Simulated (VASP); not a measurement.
The system is Rh.

```
CELL_PARAMETERS angstrom
0.00000 1.89785 1.89785
1.89785 0.00000 1.89785
1.89785 1.89785 0.00000
ATOMIC_POSITIONS crystal
Rh 0.00000 0.00000 0.00000
```

* Program: VASP 6.6.1
* Task: relaxation of cell and atoms
* Functional: PBEsol
* Potentials or basis: VASP PAW PBE potentials, release 64 (Rh_pv)
* Cutoff: 600 eV
* k mesh: 12 × 12 × 12
* Occupations: gaussian, width 0.05 eV
* Spin: no spin polarisation

At the start: pressure -4.0 GPa; volume 13.67 Å³/atom.

Problem. Where does the relaxation end?

Solution. Over 3 steps the energy falls by 2.4 meV/atom and the volume is 13.49 Å³/atom (-1.4 %); space group Fm-3m (No. 225, to 0.05 Å).

Step by step:
```csv
step,energy change (eV),largest force (eV/Å),pressure (GPa),volume (Å³)
1,0.0000,0.0000,-3.99,13.67
2,0.0144,0.0000,11.78,13.01
3,-0.0024,0.0000,-0.05,13.49
```

Final structure:
```
Rh
1.0
     0.00000    1.88920    1.88920
     1.88920    0.00000    1.88920
     1.88920    1.88920    0.00000
Rh
1
Cartesian
  0.0000 0.0000 0.0000
```

Caveat: the PAW data sets were made with another functional, which shifts forces and pressure a little.
